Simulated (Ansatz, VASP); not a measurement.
## One calculation of AsPt4, two programs

File INCAR:

```
PREC     = Accurate       # precision mode
ENCUT    = 600            # plane-wave cutoff, eV
EDIFF    = 1E-6           # SCF threshold, eV
ISMEAR   = 0              # smearing method
SIGMA    = 0.1            # smearing width, eV
LREAL    = False          # projectors in reciprocal space
LASPH    = True           # aspherical terms in the spheres
NELM     = 60             # most SCF steps
ALGO     = Fast           # electronic algorithm
ISIF     = 3              # what is computed and relaxed
LWAVE    = False          # write WAVECAR
LCHARG   = False          # write CHGCAR
GGA      = PE             # functional
IBRION   = 2              # ionic algorithm
NSW      = 100            # ionic steps
EDIFFG   = -0.01          # ionic threshold
```

Contents of KPOINTS:

```
Automatic mesh
0
Gamma
  10 10 10
```

POSCAR

```
AsPt4
1.0
   -2.8125561300      2.8125561300      2.8125561300
    2.8125561300     -2.8125561300      2.8125561300
    2.8125561300      2.8125561300     -2.8125561300
As Pt
1 4
Direct
    0.0000000000      0.0000000000      0.0000000000
    0.0000000000      0.0000000000      0.5000000000
    0.5000000000      0.0000000000      0.0000000000
    0.0000000000      0.5000000000      0.0000000000
    0.5000000000      0.5000000000      0.5000000000
```

Input for Ansatz:

```yaml
crystal:
  lattice:
    - [-2.81255613, 2.81255613, 2.81255613]
    - [2.81255613, -2.81255613, 2.81255613]
    - [2.81255613, 2.81255613, -2.81255613]
  atoms:
    - { symbol: As, position: [0.0, 0.0, 0.0] }
    - { symbol: Pt, position: [0.0, 0.0, 0.5] }
    - { symbol: Pt, position: [0.5, 0.0, 0.0] }
    - { symbol: Pt, position: [0.0, 0.5, 0.0] }
    - { symbol: Pt, position: [0.5, 0.5, 0.5] }
basis:
  ecutwfc: 420
kpoints:
  mp_grid: { grid: [10, 10, 10] }
hamiltonian:
  xc: pbe
scf:
  occupations: { method: gaussian, width: 0.1 }
output:
  forces: true
  stress: true
  eigenvalues: true
relax:
  adjacent_minimum: "off"
  f_tol: 0.01
  max_steps: 80
  cell: { stress_tol: 0.05 }
```

Change from the starting cell: species swapped into the Hg4Pt type (Im-3m, No. 229).

Alike in both runs: task relaxation of cell and atoms; functional PBE; k mesh 10 × 10 × 10; occupations gaussian, width 0.1 eV; no spin polarisation.

|  | VASP | Ansatz |
| --- | --- | --- |
| version | VASP 6.6.1 | Ansatz 0.2.0 |
| potentials or method | VASP PAW PBE potentials, release 64 (As, Pt), cutoff 600 eV | scalar-relativistic, plane waves, PAW |
| valence electrons in the cell | 45 | 87 |

```tsv
	VASP	Ansatz	Ansatz less VASP
gap on the k mesh at the Fermi level, each at its own relaxed structure (eV)	none	none	-
relaxed volume (Å³/atom)	18.19	18.17	-0.016
relaxed length of the cell vector where the two differ most in proportion (Å)	4.907	4.905	-0.0014
```

A gap of «none» marks a metal or a gap that the smearing closes. VASP's potentials hold 45 valence electrons a cell and Ansatz's 87, so a difference there can come from the potentials and not from the codes.

Spin-orbit coupling is off throughout.
